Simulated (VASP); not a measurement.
Set up this calculation in VASP 6.6.1, as the native input.

* Task: single point
* Functional: r2SCAN
* Potentials or basis: VASP PAW PBE potentials, release 64 (Sb, Pb_d)
* Cutoff: 520 eV
* k mesh: 3 × 5 × 1
* Occupations: methfessel-paxton, width 0.05 eV
* Spin: no spin polarisation
* Dipole correction: yes
* Further INCAR settings: ALGO = Normal; EDIFF = 1e-06; NBANDS = 27

The system is SbPb, a slab with vacuum.

```xyz
4
Lattice="5.4535 0.0000 0.0000 0.0000 3.3902 0.0000 0.0000 0.0000 10.9236" Properties=species:S:1:pos:R:3 pbc="T T T"
Sb    2.7267    1.2710    4.6412
Sb    2.7267    0.4230    7.9236
Pb    0.0000    0.0000    3.0000
Pb    0.0000    2.5421    6.2824
```

These files were run (other wordings do the same):

POSCAR

```
SbPb
1.0
    5.4534750000      0.0000000000      0.0000000000
    0.0000000000      3.3901620000      0.0000000000
    0.0000000000      0.0000000000     10.9235561063
Sb Pb
2 2
Direct
    0.5000000000      0.3749203410      0.4248786131
    0.5000000000      0.1247610230      0.7253641606
    0.0000000000      0.0000000000      0.2746358394
    0.0000000000      0.7498406820      0.5751213869
```

INCAR.step1

```
SYSTEM = SbPb
  PREC = Accurate
  ENCUT = 520
  ISMEAR = 1
  SIGMA = 0.05
  LREAL = .False.
  LASPH = .True.
  NELM = 60
  LDIPOL = .True.
  IDIPOL = 3
  DIPOL = 0.5 0.5 0.500
  NBANDS = 27
  GGA = PE
  ALGO = Normal
  EDIFF = 1E-4
  LWAVE = .True.
  LCHARG = .False.
```

INCAR.step2

```
SYSTEM = SbPb
  PREC = Accurate
  ENCUT = 520
  EDIFF = 1E-6
  ISMEAR = 1
  SIGMA = 0.05
  LREAL = .False.
  LASPH = .True.
  NELM = 60
  ALGO = Normal
  ISIF = 2
  LWAVE = .False.
  LCHARG = .False.
  LDIPOL = .True.
  IDIPOL = 3
  DIPOL = 0.5 0.5 0.500
  METAGGA = R2SCAN
  LMIXTAU = .True.
  NBANDS = 27
  ISTART = 1
```

KPOINTS

```
Automatic mesh
0
Gamma
  3 5 1
  0 0 0
```

Potentials or basis: VASP PAW PBE potentials, release 64 (Sb, Pb_d).

Run with:

```console
$ cat potpaw_PBE.64/Sb/POTCAR potpaw_PBE.64/Pb_d/POTCAR > POTCAR
$ cp INCAR.step1 INCAR
$ mpirun -np 1 vasp_std > vasp.out
$ cp INCAR.step2 INCAR
$ mpirun -np 1 vasp_std > vasp.out
```

It gave:

```yaml
Largest_force: 1.234 eV/Å
Band_gap_on_the_k_mesh: zero (band 19 reaches 3.34 eV, above the bottom of band 20 at 2.03 eV)
```

Caveat: the k points lie up to 0.38 Å⁻¹ apart; the PAW data sets were made with another functional, which shifts forces and pressure a little; spin-orbit coupling is left out, which moves the levels of the heavy elements.

It took 2.3 min on 1 thread of Intel(R) Xeon(R) Platinum 8259CL CPU @ 2.50GHz (Skylake/Cascade Lake), with other jobs on the host, peak memory 0.33 GiB.
